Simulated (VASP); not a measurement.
# Al3Cu (P4/mmm) in VASP: notebook, part 2 of 2

VASP 6.6.1. The steps go on from the part before.

**3. Single point, PBEsol (biaxial strain in the a-b plane: -3.0 %)**

Input file INCAR:

```
SYSTEM = Al3Cu
PREC = Accurate
ENCUT = 520
EDIFF = 1E-6
ISMEAR = 0
SIGMA = 0.1
LREAL = .False.
LASPH = .True.
NELM = 60
ALGO = Fast
ISIF = 2
LWAVE = .False.
LCHARG = .True.
GGA = PS
LELF = .True.
LVHAR = .True.
NBANDS = 18
```

Input file KPOINTS:

```
Automatic mesh
0
Gamma
  18 18 8
  0 0 0
```

Input file POSCAR:

```
Al3Cu
1.0
    2.6962925199      0.0000000000      0.0000000000
    0.0000000000      2.6962925199      0.0000000000
    0.0000000000      0.0000000000      7.7398103392
Al Cu
3 1
Direct
    0.0000000000      0.0000000000      0.5000000000
    0.5000000000      0.5000000000      0.2237174706
    0.5000000000      0.5000000000      0.7762825294
    0.0000000000      0.0000000000      0.0000000000
```

Potentials or basis: VASP PAW PBE potentials, release 64 (Al, Cu).

On the command line:

```
$ cat potpaw_PBE.64/Al/POTCAR potpaw_PBE.64/Cu/POTCAR > POTCAR
$ mpirun -np 1 vasp_std > vasp.out
```

OUTCAR:

```text
SYSTEM = Al3Cu
   PREC = Accurate
   ENCUT = 520
   EDIFF = 1E-6
   ISMEAR = 0
   LREAL = .False.
   LASPH = .True.
   NELM = 60
   ISIF = 2
   GGA = PS

 ion  position               nearest neighbor table
   1  0.000  0.000  0.500-   2 2.86   3 2.86   2 2.86   3 2.86   2 2.86   3 2.86   2 2.86   3 2.86

   2  0.500  0.500  0.224-   4 2.58   4 2.58   4 2.58   4 2.58   1 2.86   1 2.86   1 2.86   1 2.86

   3  0.500  0.500  0.776-   4 2.58   4 2.58   4 2.58   4 2.58   1 2.86   1 2.86   1 2.86   1 2.86

[... 708 lines left out ...]
  --------------------------------------------------------------------------------------
  -------------------------------------------------------------------------------------
  Total        2.8105069      2.8105069     -0.3535575      0.0000000      0.0000000      0.0000000
  in kB       80.0259632     80.0259632    -10.0671434      0.0000000      0.0000000      0.0000000
  external PRESSURE =      49.9949277 kB  Pullay stress =       0.0000000 kB

 VOLUME and BASIS-vectors are now :
 -----------------------------------------------------------------------------
  energy-cutoff  :      520.00
  volume of cell :       56.27
      direct lattice vectors                 reciprocal lattice vectors
     2.696292520  0.000000000  0.000000000     0.370879640  0.000000000  0.000000000
     0.000000000  2.696292520  0.000000000     0.000000000  0.370879640  0.000000000
     0.000000000  0.000000000  7.739810339     0.000000000  0.000000000  0.129202132

 POSITION                                       TOTAL-FORCE (eV/Angst)
 -----------------------------------------------------------------------------------
      0.00000      0.00000      3.86991        -0.000000     -0.000000      0.000000
      1.34815      1.34815      1.73153        -0.000000      0.000000      0.070944
      1.34815      1.34815      6.00828         0.000000     -0.000000     -0.070944
      0.00000      0.00000      0.00000        -0.000000     -0.000000      0.000000
 -----------------------------------------------------------------------------------
    total drift:                               -0.000000     -0.000000     -0.000000

  FREE ENERGIE OF THE ION-ELECTRON SYSTEM (eV)
  ---------------------------------------------------
  free  energy   TOTEN  =       -16.8894754311 eV

  energy  without entropy=      -16.8839824867  energy(sigma->0) =      -16.88672896
```

OSZICAR:

```text
N       E                     dE             d eps       ncg     rms          rms(c)
DAV:   1     0.735293359416E+02    0.73529E+02   -0.83767E+03  9960   0.117E+03
DAV:   2    -0.155626454510E+02   -0.89092E+02   -0.82625E+02 10212   0.216E+02
DAV:   3    -0.199909811182E+02   -0.44283E+01   -0.42517E+01 13514   0.532E+01
DAV:   4    -0.200907652468E+02   -0.99784E-01   -0.99421E-01 14348   0.667E+00
DAV:   5    -0.200931077341E+02   -0.23425E-02   -0.23421E-02 14298   0.101E+00    0.188E+01
RMM:   6    -0.270220444041E+02   -0.69289E+01   -0.73905E+01 13428   0.118E+02    0.173E+01
RMM:   7    -0.175606653873E+02    0.94614E+01   -0.21430E+01 11379   0.669E+01    0.484E+00
RMM:   8    -0.168740264722E+02    0.68664E+00   -0.33432E+00 11602   0.269E+01    0.936E-01
RMM:   9    -0.168889794716E+02   -0.14953E-01   -0.24396E-01 12983   0.276E+00    0.339E-01
RMM:  10    -0.168901517282E+02   -0.11723E-02   -0.20626E-02 12490   0.136E+00    0.360E-01
RMM:  11    -0.168908176472E+02   -0.66592E-03   -0.23900E-02 13021   0.190E+00    0.345E-01
RMM:  12    -0.168893534094E+02    0.14642E-02   -0.66605E-03 13383   0.128E+00    0.778E-02
RMM:  13    -0.168895057722E+02   -0.15236E-03   -0.12534E-03 14557   0.237E-01    0.867E-02
RMM:  14    -0.168894899470E+02    0.15825E-04   -0.21983E-04 13765   0.171E-01    0.105E-01
RMM:  15    -0.168894745913E+02    0.15356E-04   -0.83833E-05 13566   0.680E-02    0.230E-02
RMM:  16    -0.168894752772E+02   -0.68599E-06   -0.13759E-05 13343   0.326E-02    0.311E-02
RMM:  17    -0.168894754311E+02   -0.15389E-06   -0.28041E-06 10645   0.138E-02
   1 F= -.16889475E+02 E0= -.16886729E+02  d E =-.549294E-02
```

It took 2.1 min on 1 thread of AMD EPYC 9R45 (Zen 5), shared host; peak memory 0.33 GiB.

Results:

| Item | Value |
| --- | --- |
| Free energy | -16.8895 eV |
| Pressure | 5.0 GPa |
| Largest force | 0.071 eV/Å |
| Band gap on the k mesh | zero (bands 10 and 11 overlap by 5.48 eV) |

Forces in eV/Å, atoms in the order of the input:
```
Al   0.000  0.000  0.000
Al   0.000  0.000  0.071
Al   0.000  0.000 -0.071
Cu   0.000  0.000  0.000
```

Stress tensor (GPa, compression positive):
```
 8.00  0.00  0.00
 0.00  8.00  0.00
 0.00  0.00 -1.01
```

Caveat: the cell differs from its parent crystal (biaxial strain in the a-b plane: -3.0 %); the cell stands under pressure; the PAW data sets were made with another functional, which shifts forces and pressure a little.

**4. Single point, PBEsol (biaxial strain in the a-b plane: -2.0 %, then relaxed in part)**

Input file INCAR:

```
ALGO = Fast
EDIFF = 1E-6
ENCUT = 520
GGA = PS
ISIF = 2
ISMEAR = 0
LASPH = True
LCHARG = False
LREAL = False
LWAVE = False
NBANDS = 18
NELM = 80
PREC = Accurate
SIGMA = 0.1
```

Input file KPOINTS:

```
k-points
0
Gamma
  18 18 8
```

Input file POSCAR:

```
Al3Cu
1.0
    2.7240893500      0.0000000000      0.0000000000
    0.0000000000      2.7240893500      0.0000000000
    0.0000000000      0.0000000000      7.6550862653
Al Cu
3 1
Direct
    0.0000000000      0.0000000000      0.5000000000
    0.5000000000      0.5000000000      0.2237174706
    0.5000000000      0.5000000000      0.7762825294
    0.0000000000      0.0000000000      0.0000000000
```

On the command line:

```
$ cat potpaw_PBE.64/Al/POTCAR potpaw_PBE.64/Cu/POTCAR > POTCAR
$ mpirun -np 1 vasp_std > vasp.out
```

It took 2.9 min on 1 thread of AMD EPYC 9R45 (Zen 5), shared host; peak memory 0.33 GiB.

It converged, with:

- Free energy: -16.9407 eV
- Pressure: 3.8 GPa
- Largest force: 0.021 eV/Å
- Band gap on the k mesh: zero (bands 10 and 11 overlap by 5.63 eV)

Forces on the atoms (eV/Å):
```
Al   0.000  0.000  0.000
Al   0.000  0.000  0.021
Al   0.000  0.000 -0.021
Cu   0.000  0.000  0.000
```

Stress tensor (GPa, compression positive):
```
5.59 0.00 0.00
0.00 5.59 0.00
0.00 0.00 0.27
```

Levels at points of the mesh, in eV from the Fermi level:
```tsv
k point	band 6	band 7	band 8	band 9	band 10	band 11	band 12	band 13	band 14	band 15
(0.00, 0.00, 0.00)	-3.71	-3.71	-3.28	-2.23	0.13	6.57	7.15	7.15	8.06	9.44
(0.50, 0.00, 0.00)	-4.16	-3.81	-3.79	-3.61	-2.48	-1.85	2.40	3.71	3.78	4.90
(0.50, 0.50, 0.00)	-2.47	-2.47	-0.37	-0.22	0.18	0.18	0.48	0.48	0.72	2.30
(0.00, 0.00, 0.50)	-3.76	-3.71	-3.71	-3.28	3.56	5.13	6.55	7.67	7.67	7.85
(0.50, 0.00, 0.50)	-4.43	-3.79	-3.61	-2.68	-1.20	-1.14	-0.02	0.68	8.32	8.41
(0.50, 0.50, 0.50)	-1.76	-1.76	-1.65	-1.65	-0.41	-0.41	0.73	1.93	3.25	3.25
```

Caveat: the cell differs from its parent crystal (biaxial strain in the a-b plane: -2.0 %, then relaxed in part); the cell stands under pressure; the PAW data sets were made with another functional, which shifts forces and pressure a little.

**5. Single point, PBEsol (biaxial strain in the a-b plane: -2.0 %)**

Input file INCAR:

```
SYSTEM = Al3Cu
PREC     = Accurate       ! precision mode
ENCUT    = 520            ! plane-wave cutoff, eV
EDIFF    = 1E-6           ! SCF threshold, eV
ISMEAR   = 0              ! smearing method
SIGMA    = 0.1            ! smearing width, eV
LREAL    = .FALSE.        ! projectors in reciprocal space
LASPH    = .TRUE.         ! aspherical terms in the spheres
NELM     = 100            ! most SCF steps
ALGO     = Fast           ! electronic algorithm
ISIF     = 2              ! what is computed and relaxed
LWAVE    = .FALSE.        ! write WAVECAR
LCHARG   = .FALSE.        ! write CHGCAR
GGA      = PS             ! functional
NBANDS   = 18             ! bands
```

Input file KPOINTS:

```
regular mesh
0
G
  18 18 8
  0 0 0
```

Input file POSCAR:

```
Al3Cu
1.0
    2.7240893500      0.0000000000      0.0000000000
    0.0000000000      2.7240893500      0.0000000000
    0.0000000000      0.0000000000      7.6941925965
Al Cu
3 1
Direct
    0.0000000000      0.0000000000      0.5000000000
    0.5000000000      0.5000000000      0.2226403276
    0.5000000000      0.5000000000      0.7773596724
    0.0000000000      0.0000000000      0.0000000000
```

On the command line:

```
$ cat potpaw_PBE.64/Al/POTCAR potpaw_PBE.64/Cu/POTCAR > POTCAR
$ mpirun -np 1 vasp_std > vasp.out
```

It took 2.9 min on 1 thread of AMD EPYC 9R45 (Zen 5), shared host; peak memory 0.34 GiB.

It converged, with:

| Quantity | Value |
| --- | --- |
| Free energy | -16.9394 eV |
| Pressure | 3.3 GPa |
| Largest force | 0.076 eV/Å |
| Band gap on the k mesh | zero (bands 10 and 11 overlap by 5.58 eV) |

Forces in eV/Å, atoms in the order of the input:
```
Al   0.000  0.000  0.000
Al   0.000  0.000  0.076
Al   0.000  0.000 -0.076
Cu   0.000  0.000  0.000
```

Stress tensor (GPa, compression positive):
```
 5.43  0.00  0.00
 0.00  5.43  0.00
 0.00  0.00 -0.82
```

Levels at points of the mesh, in eV from the Fermi level:
```
           k point  band 6  band 7  band 8  band 9  band 10  band 11  band 12  band 13  band 14  band 15
(0.00, 0.00, 0.00)   -3.71   -3.71   -3.28   -2.27     0.04     6.62     7.20     7.20     8.07     9.47
(0.50, 0.00, 0.00)   -4.15   -3.81   -3.79   -3.61    -2.48    -1.86     2.36     3.67     3.69     4.81
(0.50, 0.50, 0.00)   -2.43   -2.43   -0.31   -0.18     0.18     0.18     0.50     0.50     0.76     2.30
(0.00, 0.00, 0.50)   -3.77   -3.71   -3.71   -3.28     3.44     5.01     6.60     7.74     7.74     7.86
(0.50, 0.00, 0.50)   -4.43   -3.79   -3.61   -2.67    -1.24    -1.15    -0.02     0.64     8.22     8.33
(0.50, 0.50, 0.50)   -1.75   -1.75   -1.59   -1.59    -0.36    -0.35     0.76     1.93     3.26     3.26
```

Caveat: the cell differs from its parent crystal (biaxial strain in the a-b plane: -2.0 %); the cell stands under pressure; the PAW data sets were made with another functional, which shifts forces and pressure a little.

**6. Single point, PBEsol (biaxial strain in the a-b plane: -1.0 %, then relaxed in part)**

Input file INCAR:

```
SYSTEM = Al3Cu
PREC     = Accurate       ! precision mode
ENCUT    = 520            ! plane-wave cutoff, eV
EDIFF    = 1E-6           ! SCF threshold, eV
ISMEAR   = 0              ! smearing method
SIGMA    = 0.1            ! smearing width, eV
LREAL    = .False.        ! projectors in reciprocal space
LASPH    = .True.         ! aspherical terms in the spheres
NELM     = 80             ! most SCF steps
ALGO     = Fast           ! electronic algorithm
ISIF     = 2              ! what is computed and relaxed
LWAVE    = .False.        ! write WAVECAR
LCHARG   = .True.         ! write CHGCAR
GGA      = PS             ! functional
LELF     = .True.         ! ELF
LVHAR    = .True.       
NBANDS   = 18             ! bands
```

Input file KPOINTS:

```
Automatic mesh
0
Gamma
  18 18 8
  0 0 0
```

Input file POSCAR:

```
Al3Cu
1.0
    2.7518861802      0.0000000000      0.0000000000
    0.0000000000      2.7518861802      0.0000000000
    0.0000000000      0.0000000000      7.6256266036
Al Cu
3 1
Direct
    0.0000000000      0.0000000000      0.5000000000
    0.5000000000      0.5000000000      0.2226403276
    0.5000000000      0.5000000000      0.7773596724
    0.0000000000      0.0000000000      0.0000000000
```

Potentials or basis: VASP PAW PBE potentials, release 64 (Al, Cu).

On the command line:

```
$ cat potpaw_PBE.64/Al/POTCAR potpaw_PBE.64/Cu/POTCAR > POTCAR
$ mpirun -np 1 vasp_std > vasp.out
```

Wall time 2.6 min (1 thread of AMD EPYC 9R45 (Zen 5), shared host); peak memory 0.34 GiB.

Results (log left out):

| Property | Result |
| --- | --- |
| Free energy | -16.9702 eV |
| Pressure | 1.9 GPa |
| Largest force | 0.022 eV/Å |
| Band gap on the k mesh | zero (bands 10 and 11 overlap by 5.81 eV) |

Forces in eV/Å, atoms in the order of the input:
```
Al   0.000  0.000  0.000
Al   0.000  0.000  0.022
Al   0.000  0.000 -0.022
Cu   0.000  0.000  0.000
```

Stress tensor (GPa, compression positive):
```
2.69 0.00 0.00
0.00 2.69 0.00
0.00 0.00 0.19
```

Levels at points of the mesh, in eV from the Fermi level:
| k point | band 6 | band 7 | band 8 | band 9 | band 10 | band 11 | band 12 | band 13 | band 14 | band 15 |
| --- | --- | --- | --- | --- | --- | --- | --- | --- | --- | --- |
| (0.00, 0.00, 0.00) | -3.69 | -3.69 | -3.28 | -2.02 | 0.30 | 6.47 | 6.88 | 6.88 | 7.98 | 9.21 |
| (0.50, 0.00, 0.00) | -4.11 | -3.76 | -3.75 | -3.58 | -2.44 | -1.88 | 2.52 | 3.78 | 3.86 | 4.99 |
| (0.50, 0.50, 0.00) | -2.50 | -2.50 | -0.42 | -0.31 | 0.15 | 0.15 | 0.49 | 0.49 | 0.73 | 2.15 |
| (0.00, 0.00, 0.50) | -3.69 | -3.69 | -3.66 | -3.28 | 3.80 | 5.34 | 6.45 | 7.43 | 7.43 | 7.57 |
| (0.50, 0.00, 0.50) | -4.36 | -3.76 | -3.58 | -2.66 | -1.12 | -1.08 | 0.02 | 0.72 | 8.47 | 8.53 |
| (0.50, 0.50, 0.50) | -1.80 | -1.80 | -1.65 | -1.65 | -0.48 | -0.46 | 0.67 | 1.76 | 3.27 | 3.27 |

Caveat: the cell differs from its parent crystal (biaxial strain in the a-b plane: -1.0 %, then relaxed in part); the PAW data sets were made with another functional, which shifts forces and pressure a little.

**7. Summary**

```csv
cell,further INCAR settings,gap on the mesh (eV),pressure (GPa),largest force (eV/Å)
"a = 2.696, b = 2.696, c = 7.696 Å, 4 atoms, atomic positions A",ALGO = Fast; EDIFF = 1e-07; NBANDS = 18,none,5.7,0.02
"a = 2.696, b = 2.696, c = 7.740 Å, 4 atoms, atomic positions A",ALGO = Fast; EDIFF = 1e-06; NBANDS = 18,none,5.0,0.07
"a = 2.724, b = 2.724, c = 7.655 Å, 4 atoms, atomic positions A",ALGO = Fast; EDIFF = 1e-06; NBANDS = 18,none,3.8,0.02
"a = 2.724, b = 2.724, c = 7.694 Å, 4 atoms, atomic positions B",ALGO = Fast; EDIFF = 1e-06; NBANDS = 18,none,3.3,0.08
"a = 2.752, b = 2.752, c = 7.626 Å, 4 atoms, atomic positions B",ALGO = Fast; EDIFF = 1e-06; NBANDS = 18,none,1.9,0.02
```

Alike in all rows: task single point; level PBEsol; potentials or basis VASP PAW PBE potentials, release 64 (Al, Cu); no spin polarisation; k mesh 18 × 18 × 8; cutoff (eV) 520; smearing gaussian 0.1 eV.

Caveats: the PAW data sets were made with another functional, which shifts forces and pressure a little; the cell stands under pressure (at least some runs).

Total energies depend on the potentials used, so only differences within one code and one set of settings carry meaning.
